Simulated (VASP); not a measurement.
# GaN (P6_3mc) in VASP: further runs

Runs on GaN. Level: PBE. Tasks: single point.

Program: VASP 6.6.1. These are calculated values, not measurements. Logs are shortened: lines on timing, memory, paths and dates and some standing lists are left out, and cuts for length are marked.

## 1. The cell of the first run

It takes space group P6_3mc (No. 186, hexagonal). Conventional cell: a = 3.218 Å, b = 3.218 Å, c = 5.243 Å, α = 90.00°, β = 90.00°, γ = 120.00°. Within 2.6 Å of Ga (site symmetry 3m) lie 4 N at 1.97 to 1.98 Å. Within 2.6 Å of N (site symmetry 3m) lie 4 Ga at 1.97 to 1.98 Å.

## 2. Single point, PBE

Contents of INCAR:

```
SYSTEM = GaN
PREC = Accurate ; ENCUT = 520
EDIFF = 1E-6 ; ISMEAR = 0
SIGMA = 0.02 ; LREAL = .False.
LASPH = .True. ; NELM = 100
ALGO = Normal ; ISIF = 2
LWAVE = .False. ; LCHARG = .False.
GGA = PE ; NBANDS = 26
```

Contents of KPOINTS:

```
Automatic mesh
0
Gamma
  9 9 6
  0 0 0
```

Contents of POSCAR:

```
GaN
1.0
    3.2183571346      0.0000000000      0.0000000000
   -1.6091785673      2.7871790370      0.0000000000
    0.0000000000      0.0000000000      5.2431089459
Ga N
2 2
Direct
    0.6666666667      0.3333333333      0.4991348446
    0.3333333333      0.6666666667      0.9991348446
    0.6666666667      0.3333333333      0.8758651554
    0.3333333333      0.6666666667      0.3758651554
```

Potentials or basis: VASP PAW PBE potentials, release 64 (Ga_d, N).

Launch:

```console
$ cat potpaw_PBE.64/Ga_d/POTCAR potpaw_PBE.64/N/POTCAR > POTCAR
$ mpirun -np 1 vasp_std > vasp.out
```

OUTCAR:

```text
SYSTEM = GaN
   PREC = Accurate
   ENCUT = 520
   EDIFF = 1E-6
   ISMEAR = 0
   LREAL = .False.
   LASPH = .True.
   NELM = 100
   ISIF = 2
   GGA = PE

 ion  position               nearest neighbor table
   1  0.667  0.333  0.499-   4 1.97   4 1.97   4 1.97   3 1.98
   2  0.333  0.667  0.999-   3 1.97   3 1.97   3 1.97   4 1.98
   3  0.667  0.333  0.876-   2 1.97   2 1.97   2 1.97   1 1.98
   4  0.333  0.667  0.376-   1 1.97   1 1.97   1 1.97   2 1.98

  LATTYP: Found a hexagonal cell.
 ALAT       =     3.2183571346
 C/A-ratio  =     1.6291258946

  Lattice vectors:

 A1 = (   3.2183571346,   0.0000000000,   0.0000000000)
 A2 = (  -1.6091785673,   2.7871790370,   0.0000000000)
 A3 = (   0.0000000000,   0.0000000000,   5.2431089459)

Analysis of symmetry for initial positions (statically):
=====================================================================
 Subroutine PRICEL returns:
 Original cell was already a primitive cell.

 Routine SETGRP: Setting up the symmetry group for a
 hexagonal supercell.

 Subroutine GETGRP returns: Found 12 space group operations
 (whereof  6 operations were pure point group operations)
 out of a pool of 24 trial point group operations.

The static configuration has the point symmetry C_3v.
 The point group associated with its full space group is C_6v.

Analysis of symmetry for dynamics (positions and initial velocities):
=====================================================================
 Subroutine PRICEL returns:
 Original cell was already a primitive cell.

 Routine SETGRP: Setting up the symmetry group for a
 hexagonal supercell.

 Subroutine GETGRP returns: Found 12 space group operations
 (whereof  6 operations were pure point group operations)
 out of a pool of 24 trial point group operations.

The dynamic configuration has the point symmetry C_3v.
 The point group associated with its full space group is C_6v.

 Subroutine INISYM returns: Found 12 space group operations
 (whereof  6 operations are pure point group operations),
 and found     1 'primitive' translations

----------------------------------------------------------------------------------------

                                     Primitive cell

  volume of cell :      47.0314

  direct lattice vectors                    reciprocal lattice vectors
     3.218357135  0.000000000  0.000000000     0.310717536  0.179392853  0.000000000
    -1.609178567  2.787179037  0.000000000     0.000000000  0.358785707  0.000000000
     0.000000000  0.000000000  5.243108946     0.000000000  0.000000000  0.190726535

  length of vectors
     3.218357135  3.218357135  5.243108946     0.358785707  0.358785707  0.190726535

  position of ions in fractional coordinates (direct lattice)
     0.666666667  0.333333333  0.499134845
     0.333333333  0.666666667  0.999134845
     0.666666667  0.333333333  0.875865155
     0.333333333  0.666666667  0.375865155

  ion indices of the primitive-cell ions
   primitive index   ion index
                 1           1
                 2           2
                 3           3
                 4           4

----------------------------------------------------------------------------------------

 KPOINTS: Automatic mesh

Automatic generation of k-mesh.
 Grid dimensions read from file:
 generate k-points for:    9    9    6

 Generating k-lattice:

  Cartesian coordinates                     Fractional coordinates (reciprocal lattice)
     0.034524171  0.019932539  0.000000000     0.111111111  0.000000000  0.000000000
     0.000000000  0.039865079  0.000000000     0.000000000  0.111111111  0.000000000
     0.000000000  0.000000000  0.031787756     0.000000000  0.000000000  0.166666667

  Length of vectors
     0.039865079  0.039865079  0.031787756

  Shift w.r.t. Gamma in fractional coordinates (k-lattice)
     0.000000000  0.000000000  0.000000000

 Subroutine IBZKPT returns following result:
 ===========================================

 Found     48 irreducible k-points:

 Following reciprocal coordinates:
            Coordinates               Weight
  0.000000  0.000000  0.000000      1.000000
  0.111111  0.000000  0.000000      6.000000
  0.222222  0.000000  0.000000      6.000000
  0.333333  0.000000  0.000000      6.000000
  0.444444  0.000000  0.000000      6.000000
  0.111111  0.111111  0.000000      6.000000
[... 16 lines left out ...]
  0.333333  0.222222  0.166667     24.000000
  0.333333  0.333333  0.166667      4.000000
 [... further k-points ...]
   k-points           NKPTS =     48   k-points in BZ     NKDIM =     48   number of bands    NBANDS=     26
   number of dos      NEDOS =    301   number of ions     NIONS =      4
   total plane-waves  NPLWV =  23040
   dimension x,y,z NGX =    24 NGY =   24 NGZ =   40
   dimension x,y,z NGXF=    48 NGYF=   48 NGZF=   80
   ions per type =               2   2
   NGX,Y,Z   is equivalent  to a cutoff of  12.40, 12.40, 12.68 a.u.
   NGXF,Y,Z  is equivalent  to a cutoff of  24.79, 24.79, 25.37 a.u.
 SYSTEM =  GaN
   PREC   = accura    normal or accurate (medium, high low for compatibility)
   ISTART =      0    job   : 0-new  1-cont  2-samecut
   ICHARG =      2    charge: 1-file 2-atom 10-const
   ISPIN  =      1    spin polarized calculation?
   LNONCOLLINEAR =      F non collinear calculations
   LSORBIT =      F    spin-orbit coupling
   LASPH  =      T    aspherical Exc in radial PAW
   ENCUT  =  520.0 eV  38.22 Ry    6.18 a.u.   5.98  5.98  9.75*2*pi/ulx,y,z
   NELM   =    100;   NELMIN=  2; NELMDL= -5     # of ELM steps
   EDIFF  = 0.1E-05   stopping-criterion for ELM
   LREAL  =      F    real-space projection
   EDIFFG = 0.1E-04   stopping-criterion for IOM
   NSW    =      0    number of steps for IOM
   IBRION =     -1    ionic relax: 0-MD 1-quasi-New 2-CG
   NFREE  =      0    steps in history (QN), initial steepest desc. (CG)
   ISIF   =      2    stress and relaxation
   ISYM   =      2    0-nonsym 1-usesym 2-fastsym
   POTIM  = 0.5000    time-step for ionic-motion
   TEBEG  =    0.0;   TEEND  =   0.0 temperature during run
   PSTRESS=    0.0 pullay stress
   NELECT =      36.0000    total number of electrons
   NUPDOWN=      -1.0000    fix difference up-down
   EMIN   =  10.00;   EMAX   =-10.00  energy-range for DOS
   EFERMI =   0.00;   METHOD = LEGACY
   ISMEAR =     0;   SIGMA  =   0.02  broadening in eV -4-tet -1-fermi 0-gaus
   EFERMI_NEDOS =   21; number of points for ismear=-14 and -15
   IALGO  =     38    algorithm
   IMIX   =      4    mixing-type and parameters
     AMIX     =   0.40;   BMIX     =  1.00
     AMIX_MAG =   1.60;   BMIX_MAG =  1.00
  volume/ion in A,a.u.               =      11.76        79.35
  Fermi-wavevector in a.u.,A,eV,Ry     =   1.497544  2.829948 30.512954  2.242639
  Thomas-Fermi vector in A             =   2.609418
   LORBIT       =      0    0 simple, 1 ext, 2 COOP (PROOUT), +10 PAW based schemes
   GGA     = PE    functional components
   LHFCALC =     F    Hartree Fock is set to
   AEXX    =    0.0000 exact exchange contribution
   IVDW    =     0    specifies the selected vdW correction
   LEPSILON=     F    determine dielectric tensor
   LRPA    =     F    only Hartree local field effects (RPA)
 non-spin polarized calculation
 Gauss-broadening in eV      SIGMA  =   0.02
  energy-cutoff  :      520.00
  volume of cell :       47.03
 maximum number of plane-waves:      1290
 NGX is ok and might be reduce to    24
   NGX = 11   NGY = 11   NGZ = 19

 number of electron      35.9999957 magnetization

 Free energy of the ion-electron system (eV)
  ---------------------------------------------------
  ext. energy  EPLUGINS =         0.00000000
  ---------------------------------------------------
  free energy    TOTEN  =       -24.32769676 eV

  energy without entropy =      -24.32769676  energy(sigma->0) =      -24.32769676

 E-fermi :   5.1618     XC(G=0): -11.5151

 val. band max:        5.0091297610   @ k =   0.0000   0.0000   0.0000
 cond. band min:       6.7250530240   @ k =   0.0000   0.0000   0.0000
 fundamental gap:      1.7159232630
 Fermi energy:         5.1618422742

 k-point     1 :       0.0000    0.0000    0.0000
  band No.  band energies     occupation
      1     -10.7264      2.00000
      2      -9.9031      2.00000
      3      -8.4115      2.00000
      4      -8.3972      2.00000
      5      -8.3972      2.00000
      6      -8.3414      2.00000
[... 18 lines left out ...]
     25      16.4970      0.00000
     26      16.4970      0.00000

 k-point     2 :       0.1111    0.0000    0.0000
  band No.  band energies     occupation
      1     -10.6142      2.00000
      2      -9.8762      2.00000
      3      -8.3995      2.00000
      4      -8.3813      2.00000
      5      -8.3564      2.00000
      6      -8.3273      2.00000
[... 18 lines left out ...]
     25      16.0473      0.00000
     26      16.7496      0.00000

 k-point     3 :       0.2222    0.0000    0.0000
  band No.  band energies     occupation
      1     -10.3389      2.00000
      2      -9.8204      2.00000
      3      -8.3671      2.00000
      4      -8.3495      2.00000
      5      -8.2941      2.00000
      6      -8.2641      2.00000
[... 18 lines left out ...]
     25      16.2748      0.00000
     26      17.2927      0.00000

 k-point     4 :       0.3333    0.0000    0.0000
  band No.  band energies     occupation
      1     -10.0662      2.00000
      2      -9.7774      2.00000
      3      -8.3480      2.00000
      4      -8.3317      2.00000
      5      -8.2546      2.00000
      6      -8.2032      2.00000
[... 18 lines left out ...]
     25      16.4606      0.00000
     26      17.9660      0.00000
[... 496 lines left out ...]
      1      -9.9330      2.00000
      2      -9.7666      2.00000
      3      -8.3564      2.00000
      4      -8.3009      2.00000
      5      -8.2446      2.00000
      6      -8.2302      2.00000
[... 18 lines left out ...]
     25      16.0002      0.00000
     26      18.3798      0.00000

 k-point    23 :       0.3333    0.2222    0.1667
  band No.  band energies     occupation
      1      -9.8366      2.00000
      2      -9.7602      2.00000
      3      -8.3697      2.00000
      4      -8.2810      2.00000
      5      -8.2318      2.00000
      6      -8.1985      2.00000
[... 18 lines left out ...]
     25      16.8999      0.00000
     26      18.0915      0.00000

 k-point    24 :       0.3333    0.3333    0.1667
  band No.  band energies     occupation
      1      -9.7816      2.00000
      2      -9.7816      2.00000
      3      -8.3809      2.00000
      4      -8.2382      2.00000
      5      -8.2382      2.00000
      6      -8.1978      2.00000
[... 18 lines left out ...]
     25      17.7949      0.00000
     26      17.8611      0.00000

 [... further k-points ...]

------------------------ aborting loop because EDIFF is reached ----------------------------------------

  FORCE on cell =-STRESS in cart. coord.  units (eV):
  Direction    XX          YY          ZZ          XY          YZ          ZX
  --------------------------------------------------------------------------------------
  -------------------------------------------------------------------------------------
  Total        0.0392753      0.0392753      0.0490646      0.0000000      0.0000000      0.0000000
  in kB        1.3379553      1.3379553      1.6714412      0.0000000      0.0000000      0.0000000
  external PRESSURE =       1.4491173 kB  Pullay stress =       0.0000000 kB

 VOLUME and BASIS-vectors are now :
 -----------------------------------------------------------------------------
  energy-cutoff  :      520.00
  volume of cell :       47.03
      direct lattice vectors                 reciprocal lattice vectors
     3.218357135  0.000000000  0.000000000     0.310717536  0.179392853  0.000000000
    -1.609178567  2.787179037  0.000000000     0.000000000  0.358785707  0.000000000
     0.000000000  0.000000000  5.243108946     0.000000000  0.000000000  0.190726535

 POSITION                                       TOTAL-FORCE (eV/Angst)
 -----------------------------------------------------------------------------------
      1.60918      0.92906      2.61702        -0.000000      0.000000     -0.000255
     -0.00000      1.85812      5.23857         0.000000      0.000000     -0.000255
      1.60918      0.92906      4.59226        -0.000000      0.000000      0.000255
     -0.00000      1.85812      1.97070         0.000000     -0.000000      0.000255
 -----------------------------------------------------------------------------------
    total drift:                               -0.000001     -0.000001     -0.001241

  FREE ENERGIE OF THE ION-ELECTRON SYSTEM (eV)
  ---------------------------------------------------
  free  energy   TOTEN  =       -24.3276967587 eV

  energy  without entropy=      -24.3276967587  energy(sigma->0) =      -24.32769676
```

It took 20 s on 1 thread of Intel Xeon 6975P-C (Granite Rapids), shared host; peak memory 0.18 GiB.

What came out:

```yaml
Free_energy: -24.3277 eV
Pressure: 0.1 GPa
Band_gap_on_the_k_mesh: 1.72 eV, direct
```

PBE gaps usually lie below the measured ones, often by a third to a half.

## 3. Single point, PBE

Contents of INCAR:

```
PREC = Accurate ; ENCUT = 520
EDIFF = 1E-6 ; ISMEAR = 0
SIGMA = 0.02 ; LREAL = F
LASPH = T ; NELM = 80
ALGO = Normal ; ISIF = 2
LWAVE = F ; LCHARG = T
GGA = PE ; LELF = T
LVHAR = T ; NBANDS = 26
```

Contents of KPOINTS:

```
Automatic mesh
0
Gamma
  9 9 6
```

POSCAR is that of step 2.

Potentials or basis: VASP PAW PBE potentials, release 64 (Ga_d, N).

Launch:

```console
$ cat potpaw_PBE.64/Ga_d/POTCAR potpaw_PBE.64/N/POTCAR > POTCAR
$ mpirun -np 1 vasp_std > vasp.out
```

It took 20 s on 1 thread of Intel Xeon 6975P-C (Granite Rapids), shared host; peak memory 0.18 GiB.

It converged, with:

```yaml
Free_energy: -24.3277 eV
Pressure: 0.1 GPa
Band_gap_on_the_k_mesh: 1.72 eV, direct
```

Levels at points of the mesh, in eV from the valence-band top:
| k point | band 15 | band 16 | band 17 | band 18 | band 19 | band 20 | band 21 | band 22 |
| --- | --- | --- | --- | --- | --- | --- | --- | --- |
| (0.00, 0.00, 0.00) | -1.00 | -0.04 | 0.00 | 0.00 | 1.72 | 4.07 | 9.02 | 9.73 |
| (0.00, 0.00, 0.50) | -0.51 | -0.51 | -0.51 | -0.51 | 4.06 | 4.06 | 8.31 | 8.31 |

Expect the measured gap to be larger: semilocal functionals such as PBE lack the derivative discontinuity.
